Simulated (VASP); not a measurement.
# TiAl3 (I4/mmm) in VASP: settings compared, part 2 of 2

VASP 6.6.1. The steps go on from the part before.

## 3. Relaxation of cell and atoms, RPBE+D3(BJ)

This run uses another cell than the first one, of 15.63 Å³/atom, 1.016 times its volume.

File INCAR:

```
SYSTEM = TiAl3
PREC = Accurate
ENCUT = 600
EDIFF = 1E-7
ISMEAR = -1
SIGMA = 0.05
LREAL = .FALSE.
LASPH = .TRUE.
NELM = 80
ALGO = Fast
ISIF = 3
LWAVE = .FALSE.
LCHARG = .FALSE.
GGA = RP
IVDW = 12
IBRION = 2
NSW = 60
EDIFFG = -0.01
```

File KPOINTS:

```
Automatic mesh
0
G
  10 10 10
  0 0 0
```

File POSCAR:

```
TiAl3
1.0
   -1.9111067713      1.9111067713      4.2806687947
    1.9111067713     -1.9111067713      4.2806687947
    1.9111067713      1.9111067713     -4.2806687947
Ti Al
1 3
Direct
    0.0000000000      0.0000000000      0.0000000000
    0.2500000000      0.7500000000      0.5000000000
    0.7500000000      0.2500000000      0.5000000000
    0.5000000000      0.5000000000      0.0000000000
```

Potentials or basis: VASP PAW PBE potentials, release 64 (Ti_sv, Al).

Run with:

```sh
cat potpaw_PBE.64/Ti_sv/POTCAR potpaw_PBE.64/Al/POTCAR > POTCAR
mpirun -np 1 vasp_std > vasp.out
```

OUTCAR:

```text
SYSTEM = TiAl3
   PREC = Accurate
   ENCUT = 600
   EDIFF = 1E-7
   ISMEAR = -1
   LREAL = .FALSE.
   LASPH = .TRUE.
   NELM = 80
   ISIF = 3
   GGA = RP
   IVDW = 12
   IBRION = 2
   NSW = 60
   EDIFFG = -0.01
 IVDW          = 12

 ion  position               nearest neighbor table
   1  0.000  0.000  0.000-   4 2.70   4 2.70   4 2.70   4 2.70   3 2.87   2 2.87   3 2.87   2 2.87
                             3 2.87   3 2.87   2 2.87   2 2.87
   2  0.250  0.750  0.500-   3 2.70   3 2.70   3 2.70   3 2.70   4 2.87   1 2.87   4 2.87   4 2.87
                             1 2.87   1 2.87   4 2.87   1 2.87
   3  0.750  0.250  0.500-   2 2.70   2 2.70   2 2.70   2 2.70   4 2.87   1 2.87   4 2.87   1 2.87
                             4 2.87   4 2.87   1 2.87   1 2.87
   4  0.500  0.500  0.000-   1 2.70   1 2.70   1 2.70   1 2.70   3 2.87   2 2.87   3 2.87   3 2.87
                             2 2.87   2 2.87   3 2.87   2 2.87

  LATTYP: Found a body centered tetragonal cell.
 ALAT       =     3.8222135426
 C/A-ratio  =     2.2398899208

  Lattice vectors:

 A1 = (  -1.9111067713,   1.9111067713,   4.2806687947)
 A2 = (   1.9111067713,  -1.9111067713,   4.2806687947)
 A3 = (   1.9111067713,   1.9111067713,  -4.2806687947)

Analysis of symmetry for initial positions (statically):
=====================================================================
 Subroutine PRICEL returns:
 Original cell was already a primitive cell.

 Routine SETGRP: Setting up the symmetry group for a
 body centered tetragonal supercell.

 Subroutine GETGRP returns: Found 16 space group operations
 (whereof 16 operations were pure point group operations)
 out of a pool of 16 trial point group operations.

The static configuration has the point symmetry D_4h.

Analysis of symmetry for dynamics (positions and initial velocities):
=====================================================================
 Subroutine PRICEL returns:
 Original cell was already a primitive cell.

[... 620 lines left out ...]

------------------------ aborting loop EDIFF was not reached (unconverged)  ----------------------------

 Edisp (eV)  -13.10379

 E8    (eV) :    -8.8064

  FORCE on cell =-STRESS in cart. coord.  units (eV):
  Direction    XX          YY          ZZ          XY          YZ          ZX
  --------------------------------------------------------------------------------------
  -------------------------------------------------------------------------------------
  Total       9.31934     9.31934     9.71975     0.00000    -0.00000     0.00000
  in kB     333.63849   333.63849   347.97371     0.00000    -0.00000     0.00000
  external pressure =      338.42 kB  Pullay stress =        0.00 kB
[... 25 lines left out ...]
--------------------------------------- Ionic step        3  -------------------------------------------

 number of electron      21.0000000 magnetization

------------------------ aborting loop EDIFF was not reached (unconverged)  ----------------------------

 Edisp (eV)  -11.24213

 E8    (eV) :    -7.5832

  FORCE on cell =-STRESS in cart. coord.  units (eV):
  Direction    XX          YY          ZZ          XY          YZ          ZX
  --------------------------------------------------------------------------------------
  -------------------------------------------------------------------------------------
  Total      -0.16575    -0.16575    -0.32424     0.00000    -0.00000     0.00000
  in kB      -5.08052    -5.08052    -9.93872     0.00000    -0.00000     0.00000
  external pressure =       -6.70 kB  Pullay stress =        0.00 kB
[... 19 lines left out ...]
  FREE ENERGIE OF THE ION-ELECTRON SYSTEM (eV)
  ---------------------------------------------------
  free  energy   TOTEN  =       -29.6277261584 eV

  energy  without entropy=      -29.6160240183  energy(sigma->0) =      -29.62187509

[... ionic steps 4 to 7 ...]

--------------------------------------- Ionic step        8  -------------------------------------------

 number of electron      21.0000000 magnetization

------------------------ aborting loop because EDIFF is reached ----------------------------------------
[... 79 lines left out ...]
--------------------------------------- Ionic step       10  -------------------------------------------

 number of electron      21.0000000 magnetization

 Free energy of the ion-electron system (eV)
  ---------------------------------------------------
  ext. energy  EPLUGINS =         0.00000000
  ---------------------------------------------------
  free energy    TOTEN  =       -18.34320538 eV

  energy without entropy =      -18.33156666  energy(sigma->0) =      -18.33738602

 E-fermi :  10.4495     XC(G=0): -11.4808

 val. band max:       10.4105137401   @ k =   0.4000   0.1000   0.1000
 cond. band min:      10.4633675581   @ k =   0.2000   0.0000  -0.0000
 fundamental gap:      0.0528538180
 Fermi energy:        10.4495240109

 k-point     1 :       0.0000    0.0000    0.0000
  band No.  band energies     occupation
      1     -45.5688      2.00000
      2     -21.8736      2.00000
      3     -21.8736      2.00000
      4     -21.7953      2.00000
      5      -0.6622      2.00000
      6       7.4483      2.00000
      7       7.6115      2.00000
      8       8.6241      2.00000
      9       9.0100      2.00000
     10       9.0100      2.00000
     11      11.4348      0.00000
     12      12.6082      0.00000
     13      12.6082      0.00000
     14      12.7038      0.00000
[... 426 lines left out ...]
  FREE ENERGIE OF THE ION-ELECTRON SYSTEM (eV)
  ---------------------------------------------------
  free  energy   TOTEN  =       -29.6282478904 eV

  energy  without entropy=      -29.6166091762  energy(sigma->0) =      -29.62242853

 reached required accuracy - stopping structural energy minimisation
```

It took 24 min on 1 thread of Intel Xeon 6975P-C (Granite Rapids), shared host; peak memory 0.39 GiB.

Results:

| Property | Result |
| --- | --- |
| Free energy | -29.6282 eV |
| Relaxed volume | 13.02 Å³/atom |
| Relaxed cell | a = 4.753 Å, b = 4.753 Å, c = 4.753 Å, α = 135.47°, β = 135.47°, γ = 64.81° |
| Space group after relaxing (to 0.05 Å) | I4/mmm (No. 139) |
| Energy gained by relaxing | 211.6 meV/atom |
| Ionic steps | 10 |
| Pressure after relaxing | 0.0 GPa |
| Dispersion energy per atom | -2.821 eV |

Step by step:
```
step  energy change (eV)  largest force (eV/Å)  pressure (GPa)  volume (Å³)
   1              0.0000                0.0000          -22.42        62.54
   2             -0.1574                0.0000           33.84        44.75
   3             -0.8459                0.0000           -0.67        52.27
   4             -0.8463                0.0000           -0.03        52.08
   5             -0.8460                0.0000            0.62        51.88
   6             -0.8461                0.0000           -0.51        52.23
   7             -0.8464                0.0000           -0.01        52.07
   8             -0.8464                0.0000           -0.02        52.08
   9             -0.8464                0.0000           -0.03        52.08
  10             -0.8464                0.0000           -0.02        52.07
```

Final structure:
```
Ti Al
1.0
    -1.80109    1.80109    4.01314
     1.80109   -1.80109    4.01314
     1.80109    1.80109   -4.01314
Ti Al
1 3
Direct
  0.00000 0.00000 0.00000
  0.25000 0.75000 0.50000
  0.75000 0.25000 0.50000
  0.50000 0.50000 0.00000
```

Levels at points of the mesh, in eV from the Fermi level:
```
           k point  band 8  band 9  band 10  band 11  band 12  band 13  band 14
(0.00, 0.00, 0.00)   -1.83   -1.44    -1.44     0.99     2.16     2.16     2.25
(0.50, 0.00, 0.00)   -2.87   -1.22    -0.36     0.60     2.34     2.39     3.35
(0.50, 0.50, 0.00)   -4.26   -2.84    -2.29    -1.19     2.30     2.50     3.10
(0.50, 0.50, 0.50)   -0.86   -0.86    -0.35     0.77     0.77     1.17     3.42
```

Caveat: the volume moved by over 15 % at a fixed basis, so the end points are rough; the PAW data sets were made with another functional, which shifts forces and pressure a little; pairwise dispersion overbinds metals, which lowers pressure and volume.

## 4. Relaxation of cell and atoms, RPBE+D4

This run uses another cell than the first one, of 15.63 Å³/atom, 1.016 times its volume.

File INCAR:

```
SYSTEM = TiAl3
ALGO     = Fast           ! electronic algorithm
EDIFF    = 1E-6           ! SCF threshold, eV
EDIFFG   = -0.01          ! ionic threshold
ENCUT    = 600            ! plane-wave cutoff, eV
GGA      = RP             ! functional
IBRION   = 2              ! ionic algorithm
ISIF     = 3              ! what is computed and relaxed
ISMEAR   = -1             ! smearing method
IVDW     = 13             ! dispersion correction
LASPH    = .TRUE.         ! aspherical terms in the spheres
LCHARG   = .FALSE.        ! write CHGCAR
LREAL    = .FALSE.        ! projectors in reciprocal space
LWAVE    = .FALSE.        ! write WAVECAR
NELM     = 80             ! most SCF steps
NSW      = 60             ! ionic steps
PREC     = Accurate       ! precision mode
SIGMA    = 0.05           ! smearing width, eV
```

File KPOINTS:

```
k-points
0
G
  10 10 10
  0 0 0
```

POSCAR is that of step 3.

Run with:

```sh
cat potpaw_PBE.64/Ti_sv/POTCAR potpaw_PBE.64/Al/POTCAR > POTCAR
mpirun -np 1 vasp_std > vasp.out
```

Run time: 9.5 min. Hardware: 1 thread of Intel Xeon 6975P-C (Granite Rapids), shared host; peak memory 0.34 GiB.

Results (log left out):

* Free energy: -21.9832 eV
* Relaxed volume: 15.37 Å³/atom
* Relaxed cell: a = 5.030 Å, b = 5.030 Å, c = 5.030 Å, α = 135.57°, β = 135.57°, γ = 64.64°
* Space group after relaxing (to 0.05 Å): I4/mmm (No. 139)
* Energy gained by relaxing: 1.7 meV/atom
* Ionic steps: 5
* Pressure after relaxing: 0.0 GPa
* Dispersion energy per atom: -0.632 eV

The path:
```tsv
step	energy change (eV)	largest force (eV/Å)	pressure (GPa)	volume (Å³)
1	0.0000	0.0000	-1.90	62.54
2	-0.0046	0.0000	1.09	60.87
3	-0.0066	0.0000	0.03	61.45
4	-0.0066	0.0000	-0.01	61.48
5	-0.0066	0.0000	-0.03	61.48
```

Final structure:
```cif
data_structure
_symmetry_space_group_name_H-M 'P 1'
_symmetry_Int_Tables_number 1
_cell_length_a 5.0297
_cell_length_b 5.0297
_cell_length_c 5.0297
_cell_angle_alpha 135.571
_cell_angle_beta 135.571
_cell_angle_gamma 64.644
_cell_volume 61.48
loop_
_atom_site_label
_atom_site_type_symbol
_atom_site_fract_x
_atom_site_fract_y
_atom_site_fract_z
_atom_site_occupancy
Ti1 Ti 0.00000 0.00000 0.00000 1
Al1 Al 0.25000 0.75000 0.50000 1
Al2 Al 0.75000 0.25000 0.50000 1
Al3 Al 0.50000 0.50000 0.00000 1
```

Levels at points of the mesh, in eV from the Fermi level:
| k point | band 8 | band 9 | band 10 | band 11 | band 12 | band 13 | band 14 |
| --- | --- | --- | --- | --- | --- | --- | --- |
| (0.00, 0.00, 0.00) | -1.45 | -1.26 | -1.26 | 0.85 | 1.76 | 1.76 | 2.20 |
| (0.50, 0.00, 0.00) | -2.94 | -1.08 | -0.26 | 0.52 | 1.89 | 2.10 | 2.79 |
| (0.50, 0.50, 0.00) | -3.84 | -2.76 | -2.21 | -1.01 | 1.84 | 2.03 | 2.73 |
| (0.50, 0.50, 0.50) | -0.94 | -0.94 | -0.25 | 0.72 | 0.72 | 0.98 | 3.10 |

Caveat: the PAW data sets were made with another functional, which shifts forces and pressure a little; pairwise dispersion overbinds metals, which lowers pressure and volume.

## 5. The runs side by side

```tsv
task	level	cell	cutoff (eV)	gap on the mesh (eV)	pressure (GPa)	relaxed volume (Å³/atom)
single point	RPBE+D4	a = 5.032 Å, angles 135.6, 135.6, 64.6°, 4 atoms	520	none	-0.2	-
relaxation of cell and atoms	RPBE+D3(BJ)	relaxed from a = 5.062 Å, angles 135.6, 135.6, 64.5°, 4 atoms	600	none	0.0	13.02
relaxation of cell and atoms	RPBE+D4	relaxed from a = 5.062 Å, angles 135.6, 135.6, 64.5°, 4 atoms	600	none	0.0	15.37
```

Alike in all rows: potentials or basis VASP PAW PBE potentials, release 64 (Ti_sv, Al); no spin polarisation; k mesh 10 × 10 × 10; smearing fermi-dirac 0.05 eV.

Caveats: the PAW data sets were made with another functional, which shifts forces and pressure a little; pairwise dispersion overbinds metals, which lowers pressure and volume; the volume moved by over 15 % at a fixed basis, so the end points are rough (some runs).

Total energies depend on the potentials used, so only differences within one code and one set of settings carry meaning.
